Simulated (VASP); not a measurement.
The system is HfNbSe4.

```
Hf Nb Se
1.0
     0.00000    4.12170    4.12170
     4.12170    0.00000    4.12170
     4.12170    4.12170    0.00000
Hf Nb Se
1 1 4
Direct
  0.00000 0.00000 0.00000
  0.75000 0.75000 0.75000
  0.87650 0.37450 0.37450
  0.37450 0.37450 0.37450
  0.37450 0.87650 0.37450
  0.37450 0.37450 0.87650
```

| Item | Value |
| --- | --- |
| Program | VASP 6.6.1 |
| Task | relaxation of cell and atoms |
| Functional | PBE |
| Potentials or basis | VASP PAW PBE potentials, release 64 (Hf_pv, Nb_sv, Se) |
| Cutoff | 600 eV |
| k mesh | 4 × 4 × 4 |
| Occupations | gaussian, width 0.1 eV |
| Spin | no spin polarisation |

At the start: pressure -9.1 GPa; volume 23.34 Å³/atom.

**Question.** Where does the relaxation end?

**Answer.** Over 5 steps the energy falls by 105.9 meV/atom and the volume is 20.17 Å³/atom (-13.6 %); space group F-43m (No. 216, to 0.05 Å).

Step by step:
| step | energy change (eV) | largest force (eV/Å) | pressure (GPa) | volume (Å³) |
| --- | --- | --- | --- | --- |
| 1 | 0.0000 | 0.1423 | -9.10 | 140.04 |
| 2 | -0.5505 | 0.0911 | 4.84 | 114.86 |
| 3 | -0.6343 | 0.1303 | 0.04 | 120.68 |
| 4 | -0.6340 | 0.1320 | -0.23 | 121.05 |
| 5 | -0.6354 | 0.0137 | -0.23 | 121.04 |

Final structure:
```
CELL_PARAMETERS angstrom
0.00000 3.92618 3.92618
3.92618 0.00000 3.92618
3.92618 3.92618 0.00000
ATOMIC_POSITIONS crystal
Hf 0.00000 0.00000 0.00000
Nb 0.75000 0.75000 0.75000
Se 0.87416 0.37528 0.37528
Se 0.37528 0.37528 0.37528
Se 0.37528 0.87416 0.37528
Se 0.37528 0.37528 0.87416
```
